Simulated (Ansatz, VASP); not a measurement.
# One calculation of ZnS, two programs

```
Zn S
1.0
     2.64654    0.00000    0.00000
    -1.32327    2.29197    0.00000
     0.00000    0.00000    5.50956
Zn S
1 1
Direct
  0.00000 0.00000 0.50000
  0.00000 0.00000 0.00000
```

Alike in both runs: functional PBE; k mesh 24 × 24 × 10; occupations gaussian, width 0.1 eV; no spin polarisation.

Ansatz relaxed the structure, and its values are those at the end. VASP's run is a single point on that final structure, the one shown.

```csv
,VASP,Ansatz
version,VASP 6.6.1,Ansatz 0.2.0
potentials or method,"VASP PAW PBE potentials, release 64 (Zn, S), cutoff 520 eV","scalar-relativistic, plane waves, PAW"
valence electrons in the cell,18,18
```

```tsv
	VASP	Ansatz	Ansatz less VASP
gap on the k mesh at the Fermi level (eV)	none	none	-
pressure (GPa)	0.1	0.0	-0.09
```

A gap of «none» marks a metal or a gap that the smearing closes.
